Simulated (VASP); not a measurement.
# BaTiO3 (Cm) in VASP: further runs

Runs on BaTiO3. Level: PBE. Tasks: electric field gradients.

All numbers are computed with VASP 6.6.1; they aren't measurements. Logs are shortened: lines on timing, memory, paths and dates and some standing lists are left out, and cuts for length are marked.

**1. The cell of the first run**

The structure is monoclinic, space group Cm (No. 8). The conventional cell has a = 5.743 Å, b = 5.572 Å, c = 4.019 Å, α = 90.00°, β = 92.41°, γ = 90.00°. Ba (site symmetry m) has 12 O at 2.75 to 2.92 Å and 8 Ti at 3.39 to 3.62 Å within 3.7 Å. Within 2.5 Å of Ti (site symmetry m) lie 6 O at 1.87 to 2.15 Å. O (site symmetry m) has 2 Ti at 1.87 to 2.15 Å within 2.5 Å. Within 3.0 Å of O (site symmetry 1) lie 2 Ti at 2.00 to 2.01 Å and 4 Ba at 2.75 to 2.92 Å and 8 O at 2.79 to 2.88 Å.

**2. Electric field gradients, PBE (equal xy, yz and zx shear strains of +3 %)**

INCAR reads:

```
PREC = Accurate
ENCUT = 520
EDIFF = 1E-8
ISMEAR = -1
SIGMA = 0.08
LREAL = F
LASPH = T
NELM = 80
ALGO = Normal
ISIF = 2
LWAVE = F
LCHARG = F
GGA = PE
LEFG = T
NBANDS = 28
```

KPOINTS reads:

```
Automatic mesh
0
Gamma
  7 7 7
```

POSCAR reads:

```
BaTiO3
1.0
    3.9998000000      0.0599970000      0.0599970000
    0.0599970000      3.9998000000      0.0599970000
    0.0602700000      0.0602700000      4.0180000000
Ba Ti O
1 1 3
Direct
    0.0000000000      0.0000000000      0.0000000000
    0.5000000000      0.5000000000      0.4820000000
    0.5000000000      0.5000000000      0.0160000000
    0.5000000000      0.0000000000      0.5150000000
    0.0000000000      0.5000000000      0.5150000000
```

Potentials or basis: VASP PAW PBE potentials, release 64 (Ba_sv, Ti_sv, O).

Command:

```
> cat potpaw_PBE.64/Ba_sv/POTCAR potpaw_PBE.64/Ti_sv/POTCAR potpaw_PBE.64/O/POTCAR > POTCAR
> mpirun -np 1 vasp_std > vasp.out
```

OUTCAR:

```text
PREC = Accurate
   ENCUT = 520
   EDIFF = 1E-8
   ISMEAR = -1
   LREAL = F
   LASPH = T
   NELM = 80
   ISIF = 2
   GGA = PE

 ion  position               nearest neighbor table
   1  0.000  0.000  0.000-   4 2.75   5 2.75   3 2.79   3 2.79   4 2.83   5 2.83   5 2.83   4 2.83
                             3 2.87   3 2.87   4 2.92   5 2.92   2 3.39   2 3.39   2 3.40   2 3.47
   2  0.500  0.500  0.482-   3 1.87   4 2.00   5 2.00   4 2.01   5 2.01   3 2.15   1 3.39   1 3.39
                             1 3.40   1 3.47   1 3.48   1 3.48   1 3.53   1 3.62
   3  0.500  0.500  0.016-   2 1.87   2 2.15   1 2.79   1 2.79   1 2.87   1 2.87
   4  0.500  0.000  0.515-   2 2.00   2 2.01   1 2.75   1 2.83   1 2.83   1 2.92
   5  0.000  0.500  0.515-   2 2.00   2 2.01   1 2.75   1 2.83   1 2.83   1 2.92

  LATTYP: Found a base centered monoclinic cell.
 ALAT       =     5.7426737608
 B/A-ratio  =     0.9702314754
 C/A-ratio  =     0.6998314924
 COS(beta)  =    -0.0420942467

  Lattice vectors:

 A1 = (  -3.9998000000,  -0.0599970000,  -0.0599970000)
 A2 = (  -0.0599970000,  -3.9998000000,  -0.0599970000)
 A3 = (   0.0602700000,   0.0602700000,   4.0180000000)

Analysis of symmetry for initial positions (statically):
=====================================================================
 Subroutine PRICEL returns:
 Original cell was already a primitive cell.

 Routine SETGRP: Setting up the symmetry group for a
 base centered monoclinic supercell.

 Subroutine GETGRP returns: Found  2 space group operations
 (whereof  2 operations were pure point group operations)
 out of a pool of  4 trial point group operations.

The static configuration has the point symmetry C_1h.

Analysis of symmetry for dynamics (positions and initial velocities):
=====================================================================
 Subroutine PRICEL returns:
 Original cell was already a primitive cell.

 Routine SETGRP: Setting up the symmetry group for a
 base centered monoclinic supercell.

 Subroutine GETGRP returns: Found  2 space group operations
 (whereof  2 operations were pure point group operations)
 out of a pool of  4 trial point group operations.

The dynamic configuration has the point symmetry C_1h.

 Subroutine INISYM returns: Found  2 space group operations
[... 155 lines left out ...]
 fundamental gap:      1.8067592474
 Fermi energy:         4.7964129921

 k-point     1 :       0.0000    0.0000    0.0000
  band No.  band energies     occupation
      1     -52.7223      2.00000
      2     -28.9812      2.00000
      3     -28.9463      2.00000
      4     -28.9165      2.00000
      5     -21.0121      2.00000
      6     -13.0717      2.00000
[... 733 lines left out ...]
     27       9.8911      0.00000
     28      12.0577      0.00000

 [... further k-points ...]

------------------------ aborting loop because EDIFF is reached ----------------------------------------

  FORCE on cell =-STRESS in cart. coord.  units (eV):
  Direction    XX          YY          ZZ          XY          YZ          ZX
  --------------------------------------------------------------------------------------
  -------------------------------------------------------------------------------------
  Total        1.6814029      1.6814029      2.3076674     -1.4968665     -1.4431340     -1.4431338
  in kB       41.9359222     41.9359222     57.5556051    -37.3333937    -35.9932496    -35.9932460
  external PRESSURE =      47.1424832 kB  Pullay stress =       0.0000000 kB

 VOLUME and BASIS-vectors are now :
 -----------------------------------------------------------------------------
  energy-cutoff  :      520.00
  volume of cell :       64.24
      direct lattice vectors                 reciprocal lattice vectors
     3.999800000  0.059997000  0.059997000     0.250123393 -0.003696405 -0.003696405
     0.059997000  3.999800000  0.059997000    -0.003696405  0.250123393 -0.003696405
     0.060270000  0.060270000  4.018000000    -0.003679662 -0.003679662  0.248990430

 POSITION                                       TOTAL-FORCE (eV/Angst)
 -----------------------------------------------------------------------------------
      0.00000      0.00000      0.00000        -0.006949     -0.006949     -0.067237
      2.05895      2.05895      1.99667        -0.068446     -0.068446      0.068937
      2.03086      2.03086      0.12428         0.039245      0.039245      0.313664
      2.03094      0.06104      2.09927         0.033305      0.002846     -0.157682
      0.06104      2.03094      2.09927         0.002846      0.033305     -0.157682
 -----------------------------------------------------------------------------------
    total drift:                                0.000043      0.000043     -0.000680

  FREE ENERGIE OF THE ION-ELECTRON SYSTEM (eV)
  ---------------------------------------------------
  free  energy   TOTEN  =       -39.9149937975 eV

  energy  without entropy=      -39.9149923356  energy(sigma->0) =      -39.91499307

 Electric field gradients (V/A^2)
---------------------------------------------------------------------
 ion       V_xx      V_yy      V_zz      V_xy      V_xz      V_yz
---------------------------------------------------------------------
   1       2.213     2.213    -4.427    20.916    21.047    21.047
   2       0.978     0.978    -1.956    -5.398    -5.551    -5.551
   3      -8.174    -8.174    16.349    -0.105     3.665     3.665
   4     -13.233    27.475   -14.242     4.249    -0.113     4.119
   5      27.475   -13.233   -14.242     4.249     4.119    -0.113
---------------------------------------------------------------------

 Electric field gradients after diagonalization (V/A^2)
 (convention: |V_zz| > |V_xx| > |V_yy|)
----------------------------------------------------------------------
 ion       V_xx      V_yy      V_zz     asymmetry (V_yy - V_xx)/ V_zz
----------------------------------------------------------------------
   1     -23.448   -18.703    42.150       0.113
   2       6.376     4.758   -11.134       0.145
   3      -9.325    -8.069    17.395       0.072
   4     -14.871   -13.435    28.306       0.051
   5     -14.871   -13.435    28.306       0.051
----------------------------------------------------------------------

           NMR quadrupolar parameters

 Cq : quadrupolar parameter    Cq=e*Q*V_zz/h
 eta: asymmetry parameters     (V_yy - V_xx)/ V_zz
 Q  : nuclear electric quadrupole moment in mb (millibarn)
----------------------------------------------------------------------
 ion       Cq(MHz)       eta       Q (mb)
----------------------------------------------------------------------
   1       0.102       0.113       1.000
   2      -0.027       0.145       1.000
   3       0.042       0.072       1.000
   4       0.068       0.051       1.000
   5       0.068       0.051       1.000
----------------------------------------------------------------------
```

Run time: 5.8 min. Hardware: 1 thread of Intel Xeon 8259CL, shared host; peak memory 0.3 GiB.

What came out:

```
Free energy                             : -39.9150 eV
Pressure                                : 4.7 GPa
Largest force                           : 0.319 eV/Å
Band gap on the k mesh                  : 1.81 eV (least direct gap 1.96 eV)
Largest electric field gradient by atom : Ba +42.1; Ti -11.1; O +17.4, +28.3 (each value once) V/Å²
```

Forces in eV/Å, atoms in the order of the input:
```
Ba  -0.007 -0.007 -0.067
Ti  -0.068 -0.068  0.069
O    0.039  0.039  0.314
O    0.033  0.003 -0.158
O    0.003  0.033 -0.158
```

Levels at points of the mesh, in eV from the valence-band top:
| k point | band 16 | band 17 | band 18 | band 19 | band 20 | band 21 | band 22 | band 23 | band 24 | band 25 |
| --- | --- | --- | --- | --- | --- | --- | --- | --- | --- | --- |
| (0.00, 0.00, 0.00) | -1.23 | -1.04 | -0.44 | -0.22 | -0.15 | 1.81 | 2.07 | 2.19 | 4.04 | 4.18 |

Electric field gradients, principal values (V/Å²):
```tsv
atom	least	middle	greatest (by size)
1 Ba	-18.703	-23.448	42.150
2 Ti	4.758	6.376	-11.134
3 O	-8.069	-9.325	17.395
4 O	-13.435	-14.871	28.306
5 O	-13.435	-14.871	28.306
```

Caveat: the cell differs from its parent crystal (equal xy, yz and zx shear strains of +3 %); the cell stands under pressure; without QUAD_EFG the Cq values of the log hold for a quadrupole moment of 1 mb, not for the nuclei; spin-orbit coupling is left out, which moves the levels of the heavy elements. A k mesh can miss the band edges.

**3. Electric field gradients, PBE (equal xy, yz and zx shear strains of -1 %)**

INCAR is that of step 2.

KPOINTS reads:

```
regular mesh
0
Gamma
  7 7 7
```

Changes to POSCAR since step 2:

```diff
@@ -2,5 +2,5 @@
 1.0
-    3.9998000000      0.0599970000      0.0599970000
-    0.0599970000      3.9998000000      0.0599970000
-    0.0602700000      0.0602700000      4.0180000000
+    3.9998000000     -0.0199990000     -0.0199990000
+   -0.0199990000      3.9998000000     -0.0199990000
+   -0.0200900000     -0.0200900000      4.0180000000
 Ba Ti O
```

Potentials or basis: VASP PAW PBE potentials, release 64 (Ba_sv, Ti_sv, O).

Command:

```
> cat potpaw_PBE.64/Ba_sv/POTCAR potpaw_PBE.64/Ti_sv/POTCAR potpaw_PBE.64/O/POTCAR > POTCAR
> mpirun -np 1 vasp_std > vasp.out
```

OUTCAR:

```text
PREC = Accurate
   ENCUT = 520
   EDIFF = 1E-8
   ISMEAR = -1
   LREAL = F
   LASPH = T
   NELM = 80
   ISIF = 2
   GGA = PE

 ion  position               nearest neighbor table
   1  0.000  0.000  0.000-   5 2.78   4 2.78   4 2.81   5 2.81   3 2.81   3 2.82   3 2.84   3 2.84
                             4 2.86   5 2.86   4 2.89   5 2.89   2 3.39   2 3.44   2 3.44   2 3.44
   2  0.500  0.500  0.482-   3 1.87   4 2.00   5 2.00   4 2.01   5 2.01   3 2.15   1 3.39   1 3.44
                             1 3.44   1 3.44   1 3.48   1 3.52   1 3.52   1 3.52
   3  0.500  0.500  0.016-   2 1.87   2 2.15   1 2.81   1 2.82   1 2.84   1 2.84
   4  0.500  0.000  0.515-   2 2.00   2 2.01   1 2.78   1 2.81   1 2.86   1 2.89
   5  0.000  0.500  0.515-   2 2.00   2 2.01   1 2.78   1 2.81   1 2.86   1 2.89

  LATTYP: Found a base centered monoclinic cell.
 ALAT       =     5.6284306729
 B/A-ratio  =     1.0100247465
 C/A-ratio  =     1.2204107297
 COS(beta)  =    -0.8111032934

  Lattice vectors:

 A1 = (  -3.9998000000,   0.0199990000,   0.0199990000)
 A2 = (   0.0199990000,  -3.9998000000,   0.0199990000)
 A3 = (   3.9597110000,   3.9597110000,   3.9780020000)

Analysis of symmetry for initial positions (statically):
=====================================================================
 Subroutine PRICEL returns:
 Original cell was already a primitive cell.

 Routine SETGRP: Setting up the symmetry group for a
 base centered monoclinic supercell.

 Subroutine GETGRP returns: Found  2 space group operations
 (whereof  2 operations were pure point group operations)
 out of a pool of  4 trial point group operations.

The static configuration has the point symmetry C_1h.

Analysis of symmetry for dynamics (positions and initial velocities):
=====================================================================
 Subroutine PRICEL returns:
[... 922 lines left out ...]
  Total        1.5842758      1.5842758      2.2146602      0.5066344      0.4884844      0.4884844
  in kB       39.4900383     39.4900383     55.2031518     12.6284902     12.1760800     12.1760788
  external PRESSURE =      44.7277428 kB  Pullay stress =       0.0000000 kB

 VOLUME and BASIS-vectors are now :
 -----------------------------------------------------------------------------
  energy-cutoff  :      520.00
  volume of cell :       64.28
      direct lattice vectors                 reciprocal lattice vectors
     3.999800000 -0.019999000 -0.019999000     0.250025065  0.001256407  0.001256407
    -0.019999000  3.999800000 -0.019999000     0.001256407  0.250025065  0.001256407
    -0.020090000 -0.020090000  4.018000000     0.001250716  0.001250716  0.248892547

 POSITION                                       TOTAL-FORCE (eV/Angst)
 -----------------------------------------------------------------------------------
      0.00000      0.00000      0.00000         0.000123      0.000123     -0.068393
      1.98022      1.98022      1.91668         0.022775      0.022775      0.079826
      1.98958      1.98958      0.04429        -0.011586     -0.011586      0.305071
      1.98955     -0.02035      2.05927        -0.010291     -0.001022     -0.158252
     -0.02035      1.98955      2.05927        -0.001022     -0.010291     -0.158252
 -----------------------------------------------------------------------------------
    total drift:                               -0.000004     -0.000004     -0.000209

  FREE ENERGIE OF THE ION-ELECTRON SYSTEM (eV)
  ---------------------------------------------------
  free  energy   TOTEN  =       -39.9739795465 eV

  energy  without entropy=      -39.9739783435  energy(sigma->0) =      -39.97397895

 Electric field gradients (V/A^2)
---------------------------------------------------------------------
 ion       V_xx      V_yy      V_zz      V_xy      V_xz      V_yz
---------------------------------------------------------------------
   1       2.222     2.222    -4.445    -6.227    -6.276    -6.276
   2       0.991     0.991    -1.981     1.825     1.879     1.879
   3      -8.124    -8.124    16.248     0.093    -1.182    -1.182
   4     -13.200    27.377   -14.176    -1.378     0.099    -1.329
   5      27.377   -13.200   -14.176    -1.378    -1.329     0.099
---------------------------------------------------------------------

 Electric field gradients after diagonalization (V/A^2)
 (convention: |V_zz| > |V_xx| > |V_yy|)
----------------------------------------------------------------------
 ion       V_xx      V_yy      V_zz     asymmetry (V_yy - V_xx)/ V_zz
----------------------------------------------------------------------
   1       8.449     4.654   -13.103       0.290
   2      -3.163    -0.834     3.997       0.583
   3      -8.217    -8.146    16.362       0.004
   4     -14.222   -13.244    27.466       0.036
   5     -14.222   -13.244    27.466       0.036
----------------------------------------------------------------------

           NMR quadrupolar parameters

 Cq : quadrupolar parameter    Cq=e*Q*V_zz/h
 eta: asymmetry parameters     (V_yy - V_xx)/ V_zz
 Q  : nuclear electric quadrupole moment in mb (millibarn)
----------------------------------------------------------------------
 ion       Cq(MHz)       eta       Q (mb)
----------------------------------------------------------------------
   1      -0.032       0.290       1.000
   2       0.010       0.583       1.000
   3       0.040       0.004       1.000
   4       0.066       0.036       1.000
   5       0.066       0.036       1.000
----------------------------------------------------------------------
```

Run time: 3.9 min. Hardware: 1 thread of Intel Xeon Platinum 8259CL at 2.50GHz (Skylake/Cascade Lake), shared host; peak memory 0.3 GiB.

Results:

```
Free energy                             : -39.9740 eV
Pressure                                : 4.5 GPa
Largest force                           : 0.306 eV/Å
Band gap on the k mesh                  : 1.86 eV (least direct gap 2.05 eV)
Largest electric field gradient by atom : Ba -13.1; Ti +4.0; O +16.4, +27.5 (each value once) V/Å²
```

Forces on the atoms (eV/Å):
```
Ba   0.000  0.000 -0.068
Ti   0.023  0.023  0.080
O   -0.012 -0.012  0.305
O   -0.010 -0.001 -0.158
O   -0.001 -0.010 -0.158
```

Levels at points of the mesh, in eV from the valence-band top:
```tsv
k point	band 16	band 17	band 18	band 19	band 20	band 21	band 22	band 23	band 24	band 25
(0.00, 0.00, 0.00)	-1.19	-1.05	-0.28	-0.27	-0.19	1.86	2.15	2.18	4.07	4.22
```

Electric field gradients, principal values (V/Å²):
| atom | least | middle | greatest (by size) |
| --- | --- | --- | --- |
| 1 Ba | 4.654 | 8.449 | -13.103 |
| 2 Ti | -0.834 | -3.163 | 3.997 |
| 3 O | -8.146 | -8.217 | 16.362 |
| 4 O | -13.244 | -14.222 | 27.466 |
| 5 O | -13.244 | -14.222 | 27.466 |

Caveat: the cell differs from its parent crystal (equal xy, yz and zx shear strains of -1 %); the cell stands under pressure; without QUAD_EFG the Cq values of the log hold for a quadrupole moment of 1 mb, not for the nuclei; spin-orbit coupling is left out, which moves the levels of the heavy elements.

[end of part 1 of 2]
